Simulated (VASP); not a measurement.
# Ti2NbC3 (P-6m2) in VASP: a series of runs, part 2 of 2

VASP 6.6.1. Earlier steps stand in the parts before.

## (3) Single point, PBE

This run uses another cell than the first one, of 13.24 Å³/atom, 1.059 times its volume.

INCAR

```
SYSTEM = Ti2NbC3
PREC = Accurate
ENCUT = 520
EDIFF = 1E-7
ISMEAR = 0
SIGMA = 0.1
LREAL = .False.
LASPH = .True.
NELM = 80
ALGO = Normal
ISIF = 2
LWAVE = .False.
LCHARG = .False.
GGA = PE
NBANDS = 34
```

KPOINTS

```
regular mesh
0
Gamma
  6 6 4
  0 0 0
```

POSCAR

```
Ti2NbC3
1.0
    3.6613728500      0.0000000000      0.0000000000
   -1.8306864300      3.1708419000      0.0000000000
    0.0000000000      0.0000000000      6.8433690800
Ti Nb C
2 1 3
Direct
    0.6666666700      0.3333333300      0.2354539900
    0.6666666700      0.3333333300      0.7645460100
    0.0000000000      0.0000000000      0.0000000000
    0.0000000000      0.0000000000      0.5000000000
    0.3333333300      0.6666666700      0.0000000000
    0.3333333300      0.6666666700      0.5000000000
```

Potentials or basis: VASP PAW PBE potentials, release 64 (Ti_sv, Nb_sv, C).

The run is started by

```
$ cat potpaw_PBE.64/Ti_sv/POTCAR potpaw_PBE.64/Nb_sv/POTCAR potpaw_PBE.64/C/POTCAR > POTCAR
$ mpirun -np 1 vasp_std > vasp.out
```

OUTCAR:

```text
SYSTEM = Ti2NbC3
   PREC = Accurate
   ENCUT = 520
   EDIFF = 1E-7
   ISMEAR = 0
   LREAL = .False.
   LASPH = .True.
   NELM = 80
   ISIF = 2
   GGA = PE

 ion  position               nearest neighbor table
   1  0.667  0.333  0.235-   3 2.66   3 2.66   3 2.66
   2  0.667  0.333  0.765-   3 2.66   3 2.66   3 2.66
   3  0.000  0.000  0.000-   5 2.11   5 2.11   5 2.11   1 2.66   2 2.66   2 2.66   1 2.66   2 2.66
                             1 2.66
   4  0.000  0.000  0.500-
   5  0.333  0.667  0.000-   3 2.11   3 2.11   3 2.11
   6  0.333  0.667  0.500-

  LATTYP: Found a hexagonal cell.
 ALAT       =     3.6613728500
 C/A-ratio  =     1.8690718920

  Lattice vectors:

 A1 = (   3.6613728500,   0.0000000000,   0.0000000000)
 A2 = (  -1.8306864300,   3.1708419000,   0.0000000000)
 A3 = (   0.0000000000,   0.0000000000,   6.8433690800)

Analysis of symmetry for initial positions (statically):
=====================================================================
 Subroutine PRICEL returns:
 Original cell was already a primitive cell.

 Routine SETGRP: Setting up the symmetry group for a
 hexagonal supercell.

 Subroutine GETGRP returns: Found 12 space group operations
 (whereof 12 operations were pure point group operations)
 out of a pool of 24 trial point group operations.

The static configuration has the point symmetry D_3h.

Analysis of symmetry for dynamics (positions and initial velocities):
=====================================================================
 Subroutine PRICEL returns:
 Original cell was already a primitive cell.

 Routine SETGRP: Setting up the symmetry group for a
 hexagonal supercell.

 Subroutine GETGRP returns: Found 12 space group operations
 (whereof 12 operations were pure point group operations)
 out of a pool of 24 trial point group operations.

The dynamic configuration has the point symmetry D_3h.

[... 123 lines left out ...]
  volume/ion in A,a.u.               =      13.24        89.36
  Fermi-wavevector in a.u.,A,eV,Ry     =   1.393512  2.633356 26.420820  1.941875
  Thomas-Fermi vector in A             =   2.517151
   LORBIT       =      0    0 simple, 1 ext, 2 COOP (PROOUT), +10 PAW based schemes
   GGA     = PE    functional components
   LHFCALC =     F    Hartree Fock is set to
   AEXX    =    0.0000 exact exchange contribution
   IVDW    =     0    specifies the selected vdW correction
   LEPSILON=     F    determine dielectric tensor
   LRPA    =     F    only Hartree local field effects (RPA)
 non-spin polarized calculation
 Gauss-broadening in eV      SIGMA  =   0.10
  energy-cutoff  :      520.00
  volume of cell :       79.45
 maximum number of plane-waves:      2161
 NGX is ok and might be reduce to    28
   NGX = 13   NGY = 13   NGZ = 25

 number of electron      48.9999993 magnetization

 Free energy of the ion-electron system (eV)
  ---------------------------------------------------
  ext. energy  EPLUGINS =         0.00000000
  ---------------------------------------------------
  free energy    TOTEN  =       -45.52599852 eV

  energy without entropy =      -45.49447544  energy(sigma->0) =      -45.51023698

 E-fermi :   8.1990     XC(G=0): -11.5964

 val. band max:        8.1848340132   @ k =   0.3333   0.1667   0.0000
 cond. band min:       8.2270568256   @ k =   0.1667   0.1667   0.0000
 fundamental gap:      0.0422228123
 Fermi energy:         8.1990007367

 k-point     1 :       0.0000    0.0000    0.0000
  band No.  band energies     occupation
      1     -49.3550      2.00000
      2     -49.3399      2.00000
      3     -46.0737      2.00000
      4     -25.6816      2.00000
      5     -25.6230      2.00000
      6     -25.5970      2.00000
[... 766 lines left out ...]
     33      10.5441      0.00000
     34      11.0061      0.00000

------------------------ aborting loop because EDIFF is reached ----------------------------------------

  FORCE on cell =-STRESS in cart. coord.  units (eV):
  Direction    XX          YY          ZZ          XY          YZ          ZX
  --------------------------------------------------------------------------------------
  -------------------------------------------------------------------------------------
  Total       -6.6535943     -6.6535943     -4.3733371      0.0000000      0.0000000     -0.0000000
  in kB     -134.1770964   -134.1770963    -88.1931855      0.0000002      0.0000000     -0.0000000
  external PRESSURE =    -118.8491261 kB  Pullay stress =       0.0000000 kB

 VOLUME and BASIS-vectors are now :
 -----------------------------------------------------------------------------
  energy-cutoff  :      520.00
  volume of cell :       79.45
      direct lattice vectors                 reciprocal lattice vectors
     3.661372850  0.000000000  0.000000000     0.273121597  0.157686828  0.000000000
    -1.830686430  3.170841900  0.000000000     0.000000000  0.315373655  0.000000000
     0.000000000  0.000000000  6.843369080     0.000000000  0.000000000  0.146126855

 POSITION                                       TOTAL-FORCE (eV/Angst)
 -----------------------------------------------------------------------------------
      1.83069      1.05695      1.61130         0.000000      0.000000      3.534063
      1.83069      1.05695      5.23207         0.000000      0.000000     -3.534063
      0.00000      0.00000      0.00000        -0.000000      0.000000      0.000000
      0.00000      0.00000      3.42168        -0.000000      0.000000      0.000000
     -0.00000      2.11389      0.00000         0.000000     -0.000000      0.000000
     -0.00000      2.11389      3.42168        -0.000000     -0.000000      0.000000
 -----------------------------------------------------------------------------------
    total drift:                               -0.000059      0.000034      0.000000

  FREE ENERGIE OF THE ION-ELECTRON SYSTEM (eV)
  ---------------------------------------------------
  free  energy   TOTEN  =       -45.5259985175 eV

  energy  without entropy=      -45.4944754428  energy(sigma->0) =      -45.51023698
```

stdout:

```text
POSCAR found type information on POSCAR TiNbC
 POSCAR found :  3 types and       6 ions
 scaLAPACK will be used
 LDA part: xc-table for (Slater+PW92), standard interpolation
 POSCAR, INCAR and KPOINTS ok, starting setup
 FFT: planning ... GRIDC
 FFT: planning ... GRID_SOFT
 FFT: planning ... GRID
 WAVECAR not read
 entering main loop
```

Run time: 2.6 min. Hardware: 1 thread of Intel Xeon Platinum 8124M at 3.00GHz (Skylake/Cascade Lake), shared host; peak memory 0.22 GiB.

Results:

- Free energy: -45.5260 eV
- Pressure: -11.9 GPa
- Largest force: 3.534 eV/Å

Forces on the atoms (eV/Å):
```
Ti   0.000  0.000  3.534
Ti   0.000  0.000 -3.534
Nb   0.000  0.000  0.000
C    0.000  0.000  0.000
C    0.000  0.000  0.000
C    0.000  0.000  0.000
```

Caveat: forces of over 1 eV/Å act on the atoms, so gaps and moduli don't describe the material at rest.
